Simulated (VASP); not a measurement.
# LiF (P4mm) in VASP: notebook

Runs on LiF. Level: LDA. Tasks: single point.

Everything below comes from runs of VASP 6.6.1. Logs are shortened: lines on timing, memory, paths and dates and some standing lists are left out, and cuts for length are marked.

### 1 The cell of the first run

It takes space group P4mm (No. 99, tetragonal). Conventional cell: a = 2.560 Å, b = 2.560 Å, c = 2.560 Å, α = 90.00°, β = 90.00°, γ = 90.00°. Within 2.7 Å of Li (site symmetry 4mm) lie 8 F at 2.06 to 2.40 Å and 6 Li at 2.56 Å. Within 2.7 Å of F (site symmetry 4mm) lie 8 Li at 2.06 to 2.40 Å and 6 F at 2.56 Å.

### 2 Single point, LDA

INCAR reads:

```
PREC = Accurate ; ENCUT = 520
EDIFF = 1E-6 ; ISMEAR = 0
SIGMA = 0.05 ; LREAL = False
LASPH = True ; NELM = 100
ALGO = Normal ; ISIF = 2
LWAVE = False ; LCHARG = False
GGA = CA ; NBANDS = 12
```

KPOINTS reads:

```
Automatic mesh
0
Gamma
  10 10 10
```

POSCAR reads:

```
LiF
1.0
    2.5595330000      0.0000000000      0.0000000000
    0.0000000000      2.5595330000      0.0000000000
    0.0000000000      0.0000000000      2.5595330000
Li F
1 1
Direct
    0.1172088815      0.0000000000      0.0000000000
    0.5000000000      0.5000000000      0.5000000000
```

Potentials or basis: VASP PAW LDA potentials, release 64 (Li_sv, F).

Run with:

```
$ cat potpaw_LDA.64/Li_sv/POTCAR potpaw_LDA.64/F/POTCAR > POTCAR
$ mpirun -np 1 vasp_std > vasp.out
```

OUTCAR:

```text
PREC = Accurate
   ENCUT = 520
   EDIFF = 1E-6
   ISMEAR = 0
   LREAL = False
   LASPH = True
   NELM = 100
   ISIF = 2
   GGA = CA

 ion  position               nearest neighbor table
   1  0.117  0.000  0.000-   2 2.06   2 2.06   2 2.06   2 2.06
   2  0.500  0.500  0.500-   1 2.06   1 2.06   1 2.06   1 2.06

  LATTYP: Found a simple cubic cell.
 ALAT       =     2.5595330000

  Lattice vectors:

 A1 = (   2.5595330000,   0.0000000000,   0.0000000000)
 A2 = (   0.0000000000,   2.5595330000,   0.0000000000)
 A3 = (   0.0000000000,   0.0000000000,   2.5595330000)

Analysis of symmetry for initial positions (statically):
=====================================================================
 Subroutine PRICEL returns:
 Original cell was already a primitive cell.

 Routine SETGRP: Setting up the symmetry group for a
 simple cubic supercell.

 Subroutine GETGRP returns: Found  8 space group operations
 (whereof  8 operations were pure point group operations)
 out of a pool of 48 trial point group operations.

The static configuration has the point symmetry C_4v.

Analysis of symmetry for dynamics (positions and initial velocities):
=====================================================================
 Subroutine PRICEL returns:
 Original cell was already a primitive cell.

 Routine SETGRP: Setting up the symmetry group for a
 simple cubic supercell.

 Subroutine GETGRP returns: Found  8 space group operations
 (whereof  8 operations were pure point group operations)
 out of a pool of 48 trial point group operations.

The dynamic configuration has the point symmetry C_4v.

 Subroutine INISYM returns: Found  8 space group operations
 (whereof  8 operations are pure point group operations),
 and found     1 'primitive' translations

----------------------------------------------------------------------------------------

                                     Primitive cell

  volume of cell :      16.7680

  direct lattice vectors                    reciprocal lattice vectors
     2.559533000  0.000000000  0.000000000     0.390696272  0.000000000  0.000000000
     0.000000000  2.559533000  0.000000000     0.000000000  0.390696272  0.000000000
     0.000000000  0.000000000  2.559533000     0.000000000  0.000000000  0.390696272

  length of vectors
     2.559533000  2.559533000  2.559533000     0.390696272  0.390696272  0.390696272

  position of ions in fractional coordinates (direct lattice)
     0.117208881  0.000000000  0.000000000
     0.500000000  0.500000000  0.500000000

  ion indices of the primitive-cell ions
   primitive index   ion index
                 1           1
                 2           2

----------------------------------------------------------------------------------------

 KPOINTS: Automatic mesh

Automatic generation of k-mesh.
 Grid dimensions read from file:
 generate k-points for:   10   10   10

 Generating k-lattice:

  Cartesian coordinates                     Fractional coordinates (reciprocal lattice)
     0.039069627  0.000000000  0.000000000     0.100000000  0.000000000  0.000000000
     0.000000000  0.039069627  0.000000000     0.000000000  0.100000000  0.000000000
     0.000000000  0.000000000  0.039069627     0.000000000  0.000000000  0.100000000

  Length of vectors
     0.039069627  0.039069627  0.039069627

  Shift w.r.t. Gamma in fractional coordinates (k-lattice)
     0.000000000  0.000000000  0.000000000

 Subroutine IBZKPT returns following result:
 ===========================================

 Found    126 irreducible k-points:

 Following reciprocal coordinates:
            Coordinates               Weight
  0.000000  0.000000  0.000000      1.000000
  0.100000  0.000000  0.000000      2.000000
  0.000000  0.100000  0.000000      4.000000
  0.200000  0.000000  0.000000      2.000000
  0.000000  0.200000  0.000000      4.000000
  0.300000  0.000000  0.000000      2.000000
[... 16 lines left out ...]
  0.500000  0.100000  0.000000      4.000000
  0.000000  0.500000  0.100000      4.000000
 [... further k-points ...]
   k-points           NKPTS =    126   k-points in BZ     NKDIM =    126   number of bands    NBANDS=     12
   number of dos      NEDOS =    301   number of ions     NIONS =      2
   total plane-waves  NPLWV =   8000
   dimension x,y,z NGX =    20 NGY =   20 NGZ =   20
   dimension x,y,z NGXF=    40 NGYF=   40 NGZF=   40
   ions per type =               1   1
   NGX,Y,Z   is equivalent  to a cutoff of  12.99, 12.99, 12.99 a.u.
   NGXF,Y,Z  is equivalent  to a cutoff of  25.98, 25.98, 25.98 a.u.
 SYSTEM =  unknown system
   PREC   = accura    normal or accurate (medium, high low for compatibility)
   ISTART =      0    job   : 0-new  1-cont  2-samecut
   ICHARG =      2    charge: 1-file 2-atom 10-const
   ISPIN  =      1    spin polarized calculation?
   LNONCOLLINEAR =      F non collinear calculations
   LSORBIT =      F    spin-orbit coupling
   LASPH  =      T    aspherical Exc in radial PAW
   ENCUT  =  520.0 eV  38.22 Ry    6.18 a.u.   4.76  4.76  4.76*2*pi/ulx,y,z
   NELM   =    100;   NELMIN=  2; NELMDL= -5     # of ELM steps
   EDIFF  = 0.1E-05   stopping-criterion for ELM
   LREAL  =      F    real-space projection
   EDIFFG = 0.1E-04   stopping-criterion for IOM
   NSW    =      0    number of steps for IOM
   IBRION =     -1    ionic relax: 0-MD 1-quasi-New 2-CG
   NFREE  =      0    steps in history (QN), initial steepest desc. (CG)
   ISIF   =      2    stress and relaxation
   ISYM   =      2    0-nonsym 1-usesym 2-fastsym
   POTIM  = 0.5000    time-step for ionic-motion
   TEBEG  =    0.0;   TEEND  =   0.0 temperature during run
   PSTRESS=    0.0 pullay stress
   NELECT =      10.0000    total number of electrons
   NUPDOWN=      -1.0000    fix difference up-down
   EMIN   =  10.00;   EMAX   =-10.00  energy-range for DOS
   EFERMI =   0.00;   METHOD = LEGACY
   ISMEAR =     0;   SIGMA  =   0.05  broadening in eV -4-tet -1-fermi 0-gaus
   EFERMI_NEDOS =   21; number of points for ismear=-14 and -15
   IALGO  =     38    algorithm
   IMIX   =      4    mixing-type and parameters
     AMIX     =   0.40;   BMIX     =  1.00
     AMIX_MAG =   1.60;   BMIX_MAG =  1.00
  volume/ion in A,a.u.               =       8.38        56.58
  Fermi-wavevector in a.u.,A,eV,Ry     =   1.377994  2.604032 25.835673  1.898868
  Thomas-Fermi vector in A             =   2.503097
   LORBIT       =      0    0 simple, 1 ext, 2 COOP (PROOUT), +10 PAW based schemes
   GGA     = CA    functional components
   LHFCALC =     F    Hartree Fock is set to
   AEXX    =    0.0000 exact exchange contribution
   IVDW    =     0    specifies the selected vdW correction
   LEPSILON=     F    determine dielectric tensor
   LRPA    =     F    only Hartree local field effects (RPA)
 non-spin polarized calculation
 Gauss-broadening in eV      SIGMA  =   0.05
  energy-cutoff  :      520.00
  volume of cell :       16.77
 maximum number of plane-waves:       468
 NGX is ok and might be reduce to    20
   NGX =  9   NGY =  9   NGZ =  9

 number of electron      10.0000016 magnetization

 Free energy of the ion-electron system (eV)
  ---------------------------------------------------
  ext. energy  EPLUGINS =         0.00000000
  ---------------------------------------------------
  free energy    TOTEN  =        -9.89383974 eV

  energy without entropy =       -9.89383974  energy(sigma->0) =       -9.89383974

 E-fermi :  -0.0273     XC(G=0): -10.5431

 val. band max:       -0.2289597890   @ k =   0.0000   0.5000   0.5000
 cond. band min:       6.9811267268   @ k =   0.0000   0.0000   0.0000
 fundamental gap:      7.2100865157
 Fermi energy:        -0.0272869945

 k-point     1 :       0.0000    0.0000    0.0000
  band No.  band energies     occupation
      1     -41.7570      2.00000
      2     -20.6641      2.00000
      3      -0.9971      2.00000
      4      -0.9971      2.00000
      5      -0.8580      2.00000
      6       6.9811      0.00000
      7      17.3045      0.00000
      8      18.1817      0.00000
      9      20.4811      0.00000
     10      20.4811      0.00000
     11      22.3529      0.00000
     12      37.4892      0.00000

 k-point     2 :       0.1000    0.0000    0.0000
  band No.  band energies     occupation
      1     -41.7519      2.00000
      2     -20.6208      2.00000
      3      -1.2341      2.00000
      4      -0.9612      2.00000
      5      -0.9612      2.00000
      6       7.2315      0.00000
      7      16.5617      0.00000
      8      18.4073      0.00000
      9      20.4533      0.00000
     10      20.4533      0.00000
     11      23.6640      0.00000
     12      35.9285      0.00000

 k-point     3 :       0.0000    0.1000    0.0000
  band No.  band energies     occupation
      1     -41.7516      2.00000
      2     -20.6236      2.00000
      3      -1.3534      2.00000
      4      -0.9589      2.00000
      5      -0.8207      2.00000
      6       7.2124      0.00000
      7      16.8694      0.00000
      8      17.6613      0.00000
      9      20.4178      0.00000
     10      21.3294      0.00000
     11      23.2191      0.00000
     12      35.3720      0.00000
[... 286 lines left out ...]
 k-point    23 :       0.5000    0.1000    0.0000
  band No.  band energies     occupation
      1     -41.6989      2.00000
      2     -20.1338      2.00000
      3      -3.9598      2.00000
      4      -0.9394      2.00000
      5      -0.5782      2.00000
      6       8.8425      0.00000
      7      13.8452      0.00000
      8      18.6247      0.00000
      9      20.2183      0.00000
     10      23.1766      0.00000
     11      26.4084      0.00000
     12      30.6397      0.00000

 k-point    24 :       0.0000    0.5000    0.1000
  band No.  band energies     occupation
      1     -41.6957      2.00000
      2     -20.1627      2.00000
      3      -3.9533      2.00000
      4      -0.9455      2.00000
      5      -0.4920      2.00000
      6       9.2061      0.00000
      7      13.0909      0.00000
      8      18.3004      0.00000
      9      20.9548      0.00000
     10      23.2511      0.00000
     11      25.8269      0.00000
     12      30.9576      0.00000

 [... further k-points ...]
[... 5 lines left out ...]
  --------------------------------------------------------------------------------------
  -------------------------------------------------------------------------------------
  Total       -0.4283090     -0.7350054     -0.7350054      0.0000000      0.0000000      0.0000000
  in kB      -40.9247043    -70.2293972    -70.2293972      0.0000000      0.0000000      0.0000000
  external PRESSURE =     -60.4611663 kB  Pullay stress =       0.0000000 kB

 VOLUME and BASIS-vectors are now :
 -----------------------------------------------------------------------------
  energy-cutoff  :      520.00
  volume of cell :       16.77
      direct lattice vectors                 reciprocal lattice vectors
     2.559533000  0.000000000  0.000000000     0.390696272  0.000000000  0.000000000
     0.000000000  2.559533000  0.000000000     0.000000000  0.390696272  0.000000000
     0.000000000  0.000000000  2.559533000     0.000000000  0.000000000  0.390696272

 POSITION                                       TOTAL-FORCE (eV/Angst)
 -----------------------------------------------------------------------------------
      0.30000      0.00000      0.00000         0.136197     -0.000000      0.000000
      1.27977      1.27977      1.27977        -0.136197      0.000000     -0.000000
 -----------------------------------------------------------------------------------
    total drift:                               -0.000681      0.000000     -0.000003

  FREE ENERGIE OF THE ION-ELECTRON SYSTEM (eV)
  ---------------------------------------------------
  free  energy   TOTEN  =        -9.8938397420 eV

  energy  without entropy=       -9.8938397420  energy(sigma->0) =       -9.89383974
```

Wall time 10 s (1 thread of AMD EPYC 9R14 (Zen 4), shared host); peak memory 0.1 GiB.

What came out:

```yaml
Free_energy: -9.8938 eV
Largest_force: 0.136 eV/Å
Band_gap_on_the_k_mesh: 7.21 eV, indirect (least direct gap 7.84 eV)
```

Forces on the atoms (eV/Å):
```
Li   0.136  0.000  0.000
F   -0.136  0.000  0.000
```

Levels at points of the mesh, in eV from the valence-band top:
| k point | band 3 | band 4 | band 5 | band 6 | band 7 | band 8 |
| --- | --- | --- | --- | --- | --- | --- |
| (0.00, 0.00, 0.00) | -0.77 | -0.77 | -0.63 | 7.21 | 17.53 | 18.41 |
| (0.50, 0.00, 0.00) | -3.77 | -0.38 | -0.38 | 8.77 | 14.10 | 20.26 |
| (0.00, 0.50, 0.00) | -3.75 | -0.35 | -0.29 | 9.03 | 13.34 | 19.87 |
| (0.50, 0.50, 0.00) | -3.29 | -3.26 | -0.07 | 11.01 | 13.51 | 15.76 |
| (0.00, 0.50, 0.50) | -3.43 | -3.43 | 0.00 | 13.16 | 13.55 | 13.55 |
| (0.50, 0.50, 0.50) | -2.44 | -2.44 | -2.26 | 10.85 | 11.10 | 11.10 |

Caveat: the cell differs from its parent crystal (all Li atoms moved -0.300 Å, as atom 1 towards its neighbour atom 1 (Li) at 2.560 Å); the cutoff is under 1.25 times the usual one of these potentials, so pressure, stress and relaxed cells hold a basis-set (Pulay) error.

### 3 Single point, LDA

INCAR reads:

```
SYSTEM = LiF
PREC = Accurate
ENCUT = 520
EDIFF = 1E-6
ISMEAR = 0
SIGMA = 0.05
LREAL = .False.
LASPH = .True.
NELM = 80
ALGO = Normal
ISIF = 2
LWAVE = .False.
LCHARG = .False.
GGA = CA
NBANDS = 12
```

KPOINTS reads:

```
Automatic mesh
0
Gamma
  10 10 10
  0 0 0
```

POSCAR, as its differences from that of step 2:

```diff
@@ -8,3 +8,3 @@
 Direct
-    0.1172088815      0.0000000000      0.0000000000
+    0.0586044407      0.0000000000      0.0000000000
     0.5000000000      0.5000000000      0.5000000000
```

Potentials or basis: VASP PAW LDA potentials, release 64 (Li_sv, F).

Run with:

```
$ cat potpaw_LDA.64/Li_sv/POTCAR potpaw_LDA.64/F/POTCAR > POTCAR
$ mpirun -np 1 vasp_std > vasp.out
```

Wall time 10 s (1 thread of AMD EPYC 9R14 (Zen 4), shared host); peak memory 0.1 GiB.

The run converged. Its results:

| Item | Value |
| --- | --- |
| Free energy | -9.8767 eV |
| Largest force | 0.085 eV/Å |
| Band gap on the k mesh | 7.28 eV, indirect (least direct gap 7.95 eV) |

Forces in eV/Å, atoms in the order of the input:
```
Li   0.085  0.000  0.000
F   -0.085  0.000  0.000
```

Levels at points of the mesh, in eV from the valence-band top:
```tsv
k point	band 1	band 2	band 3	band 4	band 5	band 6	band 7	band 8	band 9	band 10
(0.00, 0.00, 0.00)	-41.62	-20.42	-0.71	-0.71	-0.67	7.28	18.04	18.42	20.56	20.56
(0.50, 0.00, 0.00)	-41.56	-19.94	-3.75	-0.31	-0.31	8.78	13.81	19.99	19.99	23.55
(0.00, 0.50, 0.00)	-41.56	-19.95	-3.75	-0.30	-0.29	8.85	13.60	19.89	20.22	23.71
(0.50, 0.50, 0.00)	-41.52	-19.39	-3.32	-3.31	-0.02	12.01	13.34	14.41	19.00	23.42
(0.00, 0.50, 0.50)	-41.52	-19.39	-3.35	-3.35	0.00	13.05	13.35	13.35	19.13	23.48
(0.50, 0.50, 0.50)	-41.48	-18.94	-2.33	-2.33	-2.29	10.74	10.80	10.80	23.62	23.62
```

Caveat: the cell differs from its parent crystal (all Li atoms moved -0.150 Å, as atom 1 towards its neighbour atom 1 (Li) at 2.560 Å); the cutoff is under 1.25 times the usual one of these potentials, so pressure, stress and relaxed cells hold a basis-set (Pulay) error. A k mesh can miss the band edges.
